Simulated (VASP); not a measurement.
# BeS (P6_3/mmc) in VASP: further runs

BeS is run at these levels: PBE, r2SCAN, HSE06; tasks: single point.

All numbers are computed with VASP 6.6.1; they aren't measurements. Logs are shortened: lines on timing, memory, paths and dates and some standing lists are left out, and cuts for length are marked.

## 1. The cell of the first run

Symmetry: P6_3/mmc, No. 194, hexagonal system. The conventional cell has a = 3.462 Å, b = 3.462 Å, c = 6.992 Å, α = 90.00°, β = 90.00°, γ = 120.00°. Be (site symmetry -6m2) has 3 S at 2.00 Å within 2.6 Å. S (site symmetry -6m2) has 3 Be at 2.00 Å within 2.6 Å.

## 2. Single point, PBE

INCAR reads:

```
SYSTEM = BeS
ALGO     = Normal         ! electronic algorithm
EDIFF    = 1E-6           ! SCF threshold, eV
ENCUT    = 520            ! plane-wave cutoff, eV
GGA      = PE             ! functional
ISIF     = 2              ! what is computed and relaxed
ISMEAR   = 0              ! smearing method
LASPH    = .TRUE.         ! aspherical terms in the spheres
LCHARG   = .FALSE.        ! write CHGCAR
LREAL    = .FALSE.        ! projectors in reciprocal space
LWAVE    = .FALSE.        ! write WAVECAR
NBANDS   = 16             ! bands
NELM     = 80             ! most SCF steps
PREC     = Accurate       ! precision mode
SIGMA    = 0.01           ! smearing width, eV
```

KPOINTS reads:

```
k-points
0
G
  6 6 4
  0 0 0
```

POSCAR reads:

```
BeS
1.0
    3.4621570489      0.0000000000      0.0000000000
   -1.7310785244      2.9983159563      0.0000000000
    0.0000000000      0.0000000000      6.9924330974
Be S
2 2
Direct
    0.3333333333      0.6666666667      0.2500000000
    0.6666666667      0.3333333333      0.7500000000
    0.6666666667      0.3333333333      0.2500000000
    0.3333333333      0.6666666667      0.7500000000
```

Potentials or basis: VASP PAW PBE potentials, release 64 (Be, S).

The run is started by

```console
> cat potpaw_PBE.64/Be/POTCAR potpaw_PBE.64/S/POTCAR > POTCAR
> mpirun -np 1 vasp_std > vasp.out
```

OUTCAR:

```text
SYSTEM = BeS
   EDIFF = 1E-6
   ENCUT = 520
   GGA = PE
   ISIF = 2
   ISMEAR = 0
   LASPH = .TRUE.
   LREAL = .FALSE.
   NELM = 80
   PREC = Accurate

 ion  position               nearest neighbor table
   1  0.333  0.667  0.250-   3 2.00   3 2.00   3 2.00
   2  0.667  0.333  0.750-   4 2.00   4 2.00   4 2.00
   3  0.667  0.333  0.250-   1 2.00   1 2.00   1 2.00
   4  0.333  0.667  0.750-   2 2.00   2 2.00   2 2.00

  LATTYP: Found a hexagonal cell.
 ALAT       =     3.4621570489
 C/A-ratio  =     2.0196753061

  Lattice vectors:

 A1 = (   3.4621570489,   0.0000000000,   0.0000000000)
 A2 = (  -1.7310785244,   2.9983159563,   0.0000000000)
 A3 = (   0.0000000000,   0.0000000000,   6.9924330974)

Analysis of symmetry for initial positions (statically):
=====================================================================
 Subroutine PRICEL returns:
 Original cell was already a primitive cell.

 Routine SETGRP: Setting up the symmetry group for a
 hexagonal supercell.

 Subroutine GETGRP returns: Found 24 space group operations
 (whereof 12 operations were pure point group operations)
 out of a pool of 24 trial point group operations.

The static configuration has the point symmetry D_3d.
 The point group associated with its full space group is D_6h.

Analysis of symmetry for dynamics (positions and initial velocities):
=====================================================================
 Subroutine PRICEL returns:
 Original cell was already a primitive cell.

 Routine SETGRP: Setting up the symmetry group for a
 hexagonal supercell.

 Subroutine GETGRP returns: Found 24 space group operations
 (whereof 12 operations were pure point group operations)
 out of a pool of 24 trial point group operations.

The dynamic configuration has the point symmetry D_3d.
 The point group associated with its full space group is D_6h.

 Subroutine INISYM returns: Found 24 space group operations
 (whereof 12 operations are pure point group operations),
 and found     1 'primitive' translations

----------------------------------------------------------------------------------------

                                     Primitive cell

  volume of cell :      72.5859

  direct lattice vectors                    reciprocal lattice vectors
     3.462157049  0.000000000  0.000000000     0.288837273  0.166760277  0.000000000
    -1.731078524  2.998315956  0.000000000     0.000000000  0.333520554  0.000000000
     0.000000000  0.000000000  6.992433097     0.000000000  0.000000000  0.143011737

  length of vectors
     3.462157049  3.462157049  6.992433097     0.333520554  0.333520554  0.143011737

  position of ions in fractional coordinates (direct lattice)
     0.333333333  0.666666667  0.250000000
     0.666666667  0.333333333  0.750000000
     0.666666667  0.333333333  0.250000000
     0.333333333  0.666666667  0.750000000

  ion indices of the primitive-cell ions
   primitive index   ion index
                 1           1
                 2           2
                 3           3
                 4           4

----------------------------------------------------------------------------------------

 KPOINTS: k-points

Automatic generation of k-mesh.
 Grid dimensions read from file:
 generate k-points for:    6    6    4

 Generating k-lattice:

  Cartesian coordinates                     Fractional coordinates (reciprocal lattice)
     0.048139545  0.027793380  0.000000000     0.166666667  0.000000000  0.000000000
     0.000000000  0.055586759  0.000000000     0.000000000  0.166666667  0.000000000
     0.000000000  0.000000000  0.035752934     0.000000000  0.000000000  0.250000000

  Length of vectors
     0.055586759  0.055586759  0.035752934

  Shift w.r.t. Gamma in fractional coordinates (k-lattice)
     0.000000000  0.000000000  0.000000000

 Subroutine IBZKPT returns following result:
 ===========================================

 Found     21 irreducible k-points:

 Following reciprocal coordinates:
            Coordinates               Weight
  0.000000  0.000000  0.000000      1.000000
  0.166667 -0.000000  0.000000      6.000000
  0.333333 -0.000000  0.000000      6.000000
  0.500000 -0.000000  0.000000      3.000000
  0.166667  0.166667  0.000000      6.000000
  0.333333  0.166667  0.000000     12.000000
[... 13 lines left out ...]
  0.333333  0.166667  0.500000     12.000000
  0.333333  0.333333  0.500000      2.000000
   k-points           NKPTS =     21   k-points in BZ     NKDIM =     21   number of bands    NBANDS=     16
   number of dos      NEDOS =    301   number of ions     NIONS =      4
   total plane-waves  NPLWV =  42336
   dimension x,y,z NGX =    28 NGY =   28 NGZ =   54
   dimension x,y,z NGXF=    56 NGYF=   56 NGZF=  108
   ions per type =               2   2
   NGX,Y,Z   is equivalent  to a cutoff of  13.45, 13.45, 12.84 a.u.
   NGXF,Y,Z  is equivalent  to a cutoff of  26.89, 26.89, 25.68 a.u.
 SYSTEM =  BeS
   PREC   = accura    normal or accurate (medium, high low for compatibility)
   ISTART =      0    job   : 0-new  1-cont  2-samecut
   ICHARG =      2    charge: 1-file 2-atom 10-const
   ISPIN  =      1    spin polarized calculation?
   LNONCOLLINEAR =      F non collinear calculations
   LSORBIT =      F    spin-orbit coupling
   LASPH  =      T    aspherical Exc in radial PAW
   ENCUT  =  520.0 eV  38.22 Ry    6.18 a.u.   6.44  6.44 13.00*2*pi/ulx,y,z
   NELM   =     80;   NELMIN=  2; NELMDL= -5     # of ELM steps
   EDIFF  = 0.1E-05   stopping-criterion for ELM
   LREAL  =      F    real-space projection
   EDIFFG = 0.1E-04   stopping-criterion for IOM
   NSW    =      0    number of steps for IOM
   IBRION =     -1    ionic relax: 0-MD 1-quasi-New 2-CG
   NFREE  =      0    steps in history (QN), initial steepest desc. (CG)
   ISIF   =      2    stress and relaxation
   ISYM   =      2    0-nonsym 1-usesym 2-fastsym
   POTIM  = 0.5000    time-step for ionic-motion
   TEBEG  =    0.0;   TEEND  =   0.0 temperature during run
   PSTRESS=    0.0 pullay stress
   NELECT =      16.0000    total number of electrons
   NUPDOWN=      -1.0000    fix difference up-down
   EMIN   =  10.00;   EMAX   =-10.00  energy-range for DOS
   EFERMI =   0.00;   METHOD = LEGACY
   ISMEAR =     0;   SIGMA  =   0.01  broadening in eV -4-tet -1-fermi 0-gaus
   EFERMI_NEDOS =   21; number of points for ismear=-14 and -15
   IALGO  =     38    algorithm
   IMIX   =      4    mixing-type and parameters
     AMIX     =   0.40;   BMIX     =  1.00
     AMIX_MAG =   1.60;   BMIX_MAG =  1.00
  volume/ion in A,a.u.               =      18.15       122.46
  Fermi-wavevector in a.u.,A,eV,Ry     =   0.988926  1.868800 13.306165  0.977976
  Thomas-Fermi vector in A             =   2.120488
   LORBIT       =      0    0 simple, 1 ext, 2 COOP (PROOUT), +10 PAW based schemes
   GGA     = PE    functional components
   LHFCALC =     F    Hartree Fock is set to
   AEXX    =    0.0000 exact exchange contribution
   IVDW    =     0    specifies the selected vdW correction
   LEPSILON=     F    determine dielectric tensor
   LRPA    =     F    only Hartree local field effects (RPA)
 non-spin polarized calculation
 Gauss-broadening in eV      SIGMA  =   0.01
  energy-cutoff  :      520.00
  volume of cell :       72.59
 maximum number of plane-waves:      1986
 NGX is ok and might be reduce to    28
   NGX = 13   NGY = 13   NGZ = 27

 number of electron      16.0000001 magnetization

 Free energy of the ion-electron system (eV)
  ---------------------------------------------------
  ext. energy  EPLUGINS =         0.00000000
  ---------------------------------------------------
  free energy    TOTEN  =       -19.22945531 eV

  energy without entropy =      -19.22945531  energy(sigma->0) =      -19.22945531

 E-fermi :   1.6799     XC(G=0):  -8.5488

 val. band max:        1.6289651894   @ k =   0.3333   0.1667   0.0000
 cond. band min:       5.6147259165   @ k =   0.5000  -0.0000   0.2500
 fundamental gap:      3.9857607271
 Fermi energy:         1.6799417624

 k-point     1 :       0.0000    0.0000    0.0000
  band No.  band energies     occupation
      1     -10.8815      2.00000
      2     -10.4457      2.00000
      3      -1.8195      2.00000
      4       0.8380      2.00000
      5       0.8380      2.00000
      6       1.0183      2.00000
[... 8 lines left out ...]
     15       9.8916      0.00000
     16      10.8615      0.00000

 k-point     2 :       0.1667   -0.0000    0.0000
  band No.  band energies     occupation
      1     -10.6543      2.00000
      2     -10.2506      2.00000
      3      -1.4648      2.00000
      4      -0.3729      2.00000
      5      -0.1769      2.00000
      6       0.3816      2.00000
[... 8 lines left out ...]
     15       9.5254      0.00000
     16      10.1264      0.00000

 k-point     3 :       0.3333   -0.0000    0.0000
  band No.  band energies     occupation
      1     -10.0991      2.00000
      2      -9.8090      2.00000
      3      -2.2560      2.00000
      4      -2.0365      2.00000
      5      -0.4921      2.00000
      6      -0.3117      2.00000
[... 8 lines left out ...]
     15      12.0659      0.00000
     16      12.3739      0.00000

 k-point     4 :       0.5000   -0.0000    0.0000
  band No.  band energies     occupation
      1      -9.7176      2.00000
      2      -9.5788      2.00000
      3      -3.0909      2.00000
      4      -2.8844      2.00000
      5      -0.5941      2.00000
      6      -0.3203      2.00000
[... 8 lines left out ...]
     15      12.2077      0.00000
     16      12.3986      0.00000

 k-point     5 :       0.1667    0.1667    0.0000
  band No.  band energies     occupation
      1     -10.2574      2.00000
      2      -9.9260      2.00000
      3      -1.5434      2.00000
      4      -1.4888      2.00000
      5      -0.7941      2.00000
      6      -0.4482      2.00000
[... 8 lines left out ...]
     15      10.4851      0.00000
     16      11.2191      0.00000

 k-point     6 :       0.3333    0.1667    0.0000
  band No.  band energies     occupation
      1      -9.7397      2.00000
      2      -9.5700      2.00000
      3      -2.7230      2.00000
      4      -2.5310      2.00000
      5      -1.2301      2.00000
      6      -0.9758      2.00000
[... 8 lines left out ...]
     15      11.0238      0.00000
     16      12.5004      0.00000
[... 210 lines left out ...]
 k-point    18 :       0.5000   -0.0000    0.5000
  band No.  band energies     occupation
      1      -9.6482      2.00000
      2      -9.6482      2.00000
      3      -3.0371      2.00000
      4      -3.0371      2.00000
      5      -0.4612      2.00000
      6      -0.4612      2.00000
[... 8 lines left out ...]
     15      13.4821      0.00000
     16      13.4821      0.00000

 k-point    19 :       0.1667    0.1667    0.5000
  band No.  band energies     occupation
      1     -10.0984      2.00000
      2     -10.0984      2.00000
      3      -1.5751      2.00000
      4      -1.5751      2.00000
      5      -0.3890      2.00000
      6      -0.3890      2.00000
[... 8 lines left out ...]
     15      11.9182      0.00000
     16      11.9182      0.00000

 k-point    20 :       0.3333    0.1667    0.5000
  band No.  band energies     occupation
      1      -9.6557      2.00000
      2      -9.6557      2.00000
      3      -2.6695      2.00000
      4      -2.6695      2.00000
      5      -1.1330      2.00000
      6      -1.1330      2.00000
[... 8 lines left out ...]
     15      11.9454      0.00000
     16      11.9454      0.00000

 k-point    21 :       0.3333    0.3333    0.5000
  band No.  band energies     occupation
      1      -9.4900      2.00000
      2      -9.4900      2.00000
      3      -2.3280      2.00000
      4      -2.3280      2.00000
      5      -2.2529      2.00000
      6      -2.2529      2.00000
[... 8 lines left out ...]
     15      11.7959      0.00000
     16      11.7959      0.00000

------------------------ aborting loop because EDIFF is reached ----------------------------------------

  FORCE on cell =-STRESS in cart. coord.  units (eV):
  Direction    XX          YY          ZZ          XY          YZ          ZX
  --------------------------------------------------------------------------------------
  -------------------------------------------------------------------------------------
  Total        0.2230396      0.2230396      0.2382166      0.0000000     -0.0000000      0.0000000
  in kB        4.9231161      4.9231161      5.2581160      0.0000000     -0.0000000      0.0000000
  external PRESSURE =       5.0347827 kB  Pullay stress =       0.0000000 kB

 VOLUME and BASIS-vectors are now :
 -----------------------------------------------------------------------------
  energy-cutoff  :      520.00
  volume of cell :       72.59
      direct lattice vectors                 reciprocal lattice vectors
     3.462157049  0.000000000  0.000000000     0.288837273  0.166760277  0.000000000
    -1.731078524  2.998315956  0.000000000     0.000000000  0.333520554  0.000000000
     0.000000000  0.000000000  6.992433097     0.000000000  0.000000000  0.143011737

 POSITION                                       TOTAL-FORCE (eV/Angst)
 -----------------------------------------------------------------------------------
     -0.00000      1.99888      1.74811        -0.000000      0.000000      0.000000
      1.73108      0.99944      5.24432         0.000000      0.000000      0.000000
      1.73108      0.99944      1.74811         0.000000     -0.000000      0.000000
     -0.00000      1.99888      5.24432        -0.000000      0.000000      0.000000
 -----------------------------------------------------------------------------------
    total drift:                               -0.000000      0.000000     -0.000000

  FREE ENERGIE OF THE ION-ELECTRON SYSTEM (eV)
  ---------------------------------------------------
  free  energy   TOTEN  =       -19.2294553133 eV

  energy  without entropy=      -19.2294553133  energy(sigma->0) =      -19.22945531
```

It took 11 s on 1 thread of Intel Xeon 6975P-C (Granite Rapids), shared host; peak memory 0.19 GiB.

Results:

```
Free energy            : -19.2295 eV
Pressure               : 0.5 GPa
Band gap on the k mesh : 3.99 eV, indirect (least direct gap 4.14 eV)
```

## 3. Single point, PBE

INCAR reads:

```
PREC     = Accurate       # precision mode
ENCUT    = 520            # plane-wave cutoff, eV
EDIFF    = 1E-6           # SCF threshold, eV
ISMEAR   = 0              # smearing method
SIGMA    = 0.01           # smearing width, eV
LREAL    = F              # projectors in reciprocal space
LASPH    = T              # aspherical terms in the spheres
NELM     = 100            # most SCF steps
ALGO     = Normal         # electronic algorithm
ISIF     = 2              # what is computed and relaxed
LWAVE    = F              # write WAVECAR
LCHARG   = T              # write CHGCAR
GGA      = PE             # functional
LELF     = T              # ELF
LVHAR    = T            
NBANDS   = 16             # bands
```

KPOINTS reads:

```
Automatic mesh
0
Gamma
  6 6 4
```

POSCAR is that of step 2.

Potentials or basis: VASP PAW PBE potentials, release 64 (Be, S).

The run is started by

```console
> cat potpaw_PBE.64/Be/POTCAR potpaw_PBE.64/S/POTCAR > POTCAR
> mpirun -np 1 vasp_std > vasp.out
```

Run time: 13 s. Hardware: 1 thread of Intel Xeon 6975P-C (Granite Rapids), shared host; peak memory 0.19 GiB.

It converged, with:

```yaml
Free_energy: -19.2295 eV
Pressure: 0.5 GPa
Band_gap_on_the_k_mesh: 3.99 eV, indirect (least direct gap 4.14 eV)
```

Levels at points of the mesh, in eV from the valence-band top:
```tsv
k point	band 5	band 6	band 7	band 8	band 9	band 10	band 11	band 12
(0.00, 0.00, 0.00)	-0.79	-0.61	-0.60	-0.60	4.90	6.25	6.25	6.25
(0.50, 0.00, 0.00)	-2.22	-1.95	-1.23	-0.11	4.22	4.99	5.52	5.69
(0.00, 0.00, 0.50)	-0.70	-0.70	-0.70	-0.70	6.28	6.28	6.42	6.42
(0.50, 0.00, 0.50)	-2.09	-2.09	-0.49	-0.49	4.18	4.18	5.35	5.35
```

## 4. Single point, r2SCAN

POSCAR is that of step 3.

INCAR.step1 reads:

```
SYSTEM = BeS
ALGO = Normal ; EDIFF = 1E-4
ENCUT = 520 ; GGA = PE
ISMEAR = 0 ; LASPH = .True.
LCHARG = .False. ; LREAL = .False.
LWAVE = .True. ; NBANDS = 16
NELM = 60 ; PREC = Accurate
SIGMA = 0.01
```

INCAR.step2 reads:

```
SYSTEM = BeS
ALGO = Normal ; EDIFF = 1E-6
ENCUT = 520 ; ISIF = 2
ISMEAR = 0 ; ISTART = 1
LASPH = .True. ; LCHARG = .False.
LMIXTAU = .True. ; LREAL = .False.
LWAVE = .False. ; METAGGA = R2SCAN
NBANDS = 16 ; NELM = 60
PREC = Accurate ; SIGMA = 0.01
```

KPOINTS reads:

```
k-points
0
Gamma
  6 6 4
  0 0 0
```

The run is started by

```console
> cat potpaw_PBE.64/Be/POTCAR potpaw_PBE.64/S/POTCAR > POTCAR
> cp INCAR.step1 INCAR
> mpirun -np 1 vasp_std > vasp.out
> cp INCAR.step2 INCAR
> mpirun -np 1 vasp_std > vasp.out
```

Wall time 54 s (1 thread of Intel Xeon 6975P-C (Granite Rapids), shared host); peak memory 0.2 GiB.

Results (log left out):

```
Free energy            : -28.7848 eV
Pressure               : -0.1 GPa
Band gap on the k mesh : 4.50 eV, indirect (least direct gap 4.66 eV)
```

Stress tensor (GPa, compression positive):
```
-0.13  0.00  0.00
 0.00 -0.13  0.00
 0.00  0.00 -0.02
```

Levels at points of the mesh, in eV from the valence-band top:
```
           k point  band 4  band 5  band 6  band 7  band 8  band 9  band 10  band 11  band 12  band 13
(0.00, 0.00, 0.00)   -0.80   -0.80   -0.61   -0.61   -0.61    5.55     6.82     6.82     7.00     7.21
(0.50, 0.00, 0.00)   -4.65   -2.28   -1.99   -1.23   -0.11    4.73     5.53     6.13     6.31     9.98
(0.00, 0.00, 0.50)   -2.30   -0.71   -0.71   -0.71   -0.71    7.00     7.00     7.00     7.00     7.05
(0.50, 0.00, 0.50)   -4.81   -2.14   -2.14   -0.49   -0.49    4.70     4.70     5.92     5.92    11.64
```

Caveat: the PAW data sets were made with another functional, which shifts forces and pressure a little. r2SCAN opens gaps a little over a GGA but as a rule still falls short of measured ones.

(Part 1 of 2 ends here.)
